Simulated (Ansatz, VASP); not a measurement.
One calculation of SiO2, two programs

File INCAR:

```
PREC = Accurate
ENCUT = 520
EDIFF = 1E-7
ISMEAR = 0
SIGMA = 0.05
LREAL = False
LASPH = True
NELM = 80
ALGO = Normal
ISIF = 2
LWAVE = False
LCHARG = True
GGA = PE
LELF = True
LVHAR = True
NBANDS = 34
```

Contents of KPOINTS:

```
Automatic mesh
0
Gamma
  6 6 4
```

POSCAR

```
SiO2
1.0
    5.1048960585      0.0000000000      0.0000000000
   -2.5524480292      4.4209696703      0.0000000000
    0.0000000000      0.0000000000      5.8080733617
Si O
3 6
Direct
    0.5000000000      0.0000000000      0.0000000000
    0.5000000000      0.5000000000      0.3333333333
    0.0000000000      0.5000000000      0.6666666667
    0.4159266453      0.2079633227      0.1666666667
    0.2079633227      0.4159266453      0.5000000000
    0.7920366773      0.2079633227      0.8333333333
    0.5840733547      0.7920366773      0.1666666667
    0.7920366773      0.5840733547      0.5000000000
    0.2079633227      0.7920366773      0.8333333333
```

Input for Ansatz:

```yaml
crystal:
  lattice:
    - [5.1048960585, 0.0, 0.0]
    - [-2.5524480292, 4.4209696703, 0.0]
    - [0.0, 0.0, 5.8080733617]
  atoms:
    - { symbol: Si, position: [0.5, 0.0, 0.0] }
    - { symbol: Si, position: [0.5, 0.5, 0.3333333333] }
    - { symbol: Si, position: [0.0, 0.5, 0.6666666667] }
    - { symbol: O, position: [0.4159266453, 0.2079633227, 0.1666666667] }
    - { symbol: O, position: [0.2079633227, 0.4159266453, 0.5] }
    - { symbol: O, position: [0.7920366773, 0.2079633227, 0.8333333333] }
    - { symbol: O, position: [0.5840733547, 0.7920366773, 0.1666666667] }
    - { symbol: O, position: [0.7920366773, 0.5840733547, 0.5] }
    - { symbol: O, position: [0.2079633227, 0.7920366773, 0.8333333333] }
basis:
  ecutwfc: 420
kpoints:
  mp_grid: { grid: [6, 6, 4] }
hamiltonian:
  xc: pbe
scf:
  occupations: { method: gaussian, width: 0.05 }
output:
  forces: true
  stress: true
  eigenvalues: true
```

Change from the starting cell: strain +0.000 along x and y, +0.040 along z, atoms carried along.

Alike in both runs: task single point; functional PBE; k mesh 6 × 6 × 4; occupations gaussian, width 0.05 eV; no spin polarisation.

|  | VASP | Ansatz |
| --- | --- | --- |
| version | VASP 6.6.1 | Ansatz 0.2.0 |
| potentials or method | VASP PAW PBE potentials, release 64 (Si, O), cutoff 520 eV | scalar-relativistic, plane waves, PAW |
| valence electrons in the cell | 48 | 48 |

```csv
,VASP,Ansatz,Ansatz less VASP
gap on the k mesh at the Fermi level (eV),5.20,5.20,+0.002
least direct gap on the mesh (eV),5.32,5.32,+0.001
pressure (GPa),-6.4,-6.4,-0.03
"traceless stress, the component that is largest in VASP (GPa)",-2.11,-2.14,-0.033
rms of the force components (eV/Å),0.115,0.110,-0.0054
```

Atom by atom the forces differ by 0.005 eV/Å (rms over components). With one functional, cell and mesh, what is left measures potentials, basis and numerics.
